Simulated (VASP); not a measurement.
Set up this calculation in VASP 6.6.1, as the native input.

```yaml
Task: relaxation of cell and atoms
Functional: PBE
Potentials_or_basis: VASP PAW PBE potentials, release 64 (La)
Cutoff: 600 eV
k_mesh: 17 × 17 × 17
Occupations: fermi-dirac, width 0.05 eV
Spin: no spin polarisation
Target_pressure: 130 GPa
Dipole_correction: no
Further_INCAR_settings: ALGO = Normal; EDIFF = 1e-07; IBRION = 2; EDIFFG = -0.005; NSW = 32; ISIF = 3
```

The structure of La lies in POSCAR:

```
La
1.0
   -1.5745673508      1.5745673508      1.5745673508
    1.5745673508     -1.5745673508      1.5745673508
    1.5745673508      1.5745673508     -1.5745673508
La
1
Direct
    0.0000000000      0.0000000000      0.0000000000
```

This isn't the form of La at room conditions, which is double hcp.

The input as run:

INCAR

```
SYSTEM = La
PREC = Accurate
ENCUT = 600
EDIFF = 1E-7
ISMEAR = -1
SIGMA = 0.05
LREAL = .False.
LASPH = .True.
NELM = 60
ALGO = Normal
ISIF = 3
LWAVE = .False.
LCHARG = .False.
GGA = PE
IBRION = 2
NSW = 32
EDIFFG = -0.005
PSTRESS = 1300.0
```

KPOINTS

```
Automatic mesh
0
Gamma
  17 17 17
  0 0 0
```

Potentials or basis: VASP PAW PBE potentials, release 64 (La).

Run with:

```bash
$ cat potpaw_PBE.64/La/POTCAR > POTCAR
$ mpirun -np 1 vasp_std > vasp.out
```

It gave:

* Relaxed volume: 15.62 Å³/atom
* Relaxed cell: a = 2.727 Å, b = 2.727 Å, c = 2.727 Å, α = 109.47°, β = 109.47°, γ = 109.47°
* Space group after relaxing (to 0.1 Å): Im-3m (No. 229)
* Energy change on relaxing (the run minimises the enthalpy): -1.4 meV/atom
* Ionic steps: 3
* Pressure after relaxing: 130.0 GPa
* Band gap on the k mesh: zero (an odd number of electrons rules out a gap without spin polarisation)

Caveat: the cell is relaxed towards a set pressure, so the run minimises the enthalpy, not the energy; spin-orbit coupling is left out, which moves the levels of the heavy elements.

It took 35 s on 1 thread of AMD EPYC 9R45 96-Core Processor (Zen 5) (shared host), peak memory 0.16 GiB.
